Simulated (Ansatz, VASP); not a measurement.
## Two plane-wave programs on Te2Mo

INCAR

```
PREC     = Accurate       # precision mode
ENCUT    = 520            # plane-wave cutoff, eV
EDIFF    = 1E-7           # SCF threshold, eV
ISMEAR   = 0              # smearing method
SIGMA    = 0.02           # smearing width, eV
LREAL    = F              # projectors in reciprocal space
LASPH    = T              # aspherical terms in the spheres
NELM     = 100            # most SCF steps
ALGO     = Normal         # electronic algorithm
ISIF     = 2              # what is computed and relaxed
LWAVE    = F              # write WAVECAR
LCHARG   = F              # write CHGCAR
GGA      = PS             # functional
NBANDS   = 20             # bands
```

File KPOINTS:

```
Automatic mesh
0
Gamma
  9 9 2
```

Contents of POSCAR:

```
Te2Mo
1.0
    3.5818078249      0.0000000000      0.0000000000
   -1.7909039124      3.1019365678      0.0000000000
    0.0000000000      0.0000000000     19.2074188142
Te Mo
2 1
Direct
    0.3333333300      0.6666666700      0.9048443842
    0.3333333300      0.6666666700      0.0951556158
    0.0000000000      0.0000000000      0.0000000000
```

Input for Ansatz:

```yaml
crystal:
  lattice:
    - [3.5818078249, 0.0, 0.0]
    - [-1.7909039124, 3.1019365678, 0.0]
    - [0.0, 0.0, 19.2074188142]
  atoms:
    - { symbol: Te, position: [0.33333333, 0.66666667, 0.9048443842] }
    - { symbol: Te, position: [0.33333333, 0.66666667, 0.0951556158] }
    - { symbol: Mo, position: [0.0, 0.0, 0.0] }
basis:
  ecutwfc: 420
kpoints:
  mp_grid: { grid: [9, 9, 2] }
hamiltonian:
  xc: pbesol
scf:
  occupations: { method: gaussian, width: 0.02 }
output:
  forces: true
  stress: true
  eigenvalues: true
```

Alike in both runs: task single point; functional PBEsol; k mesh 9 × 9 × 2; occupations gaussian, width 0.02 eV; no spin polarisation.

|  | VASP | Ansatz |
| --- | --- | --- |
| version | VASP 6.6.1 | Ansatz 0.2.0 |
| potentials or method | VASP PAW PBE potentials, release 64 (Te, Mo_sv), cutoff 520 eV | scalar-relativistic, plane waves, PAW |
| valence electrons in the cell | 26 | 46 |

Ansatz gave:

- gap on the k mesh at the Fermi level (eV): 1.05
- least direct gap on the mesh (eV): 1.05
- rms of the force components (eV/Å): 0.355

Task: Estimate VASP's values.

Result: gap on the k mesh at the Fermi level (eV): 1.05; least direct gap on the mesh (eV): 1.05; rms of the force components (eV/Å): 0.344.

VASP's potentials were made for PBE, not for PBEsol. Atom by atom the forces differ by 0.012 eV/Å (rms over components). The functional is the same, so the differences come from potentials, cutoffs and numerics. VASP's potentials hold 26 valence electrons a cell and Ansatz's 46, so a difference there can come from the potentials and not from the codes.

Spin-orbit coupling is off throughout.
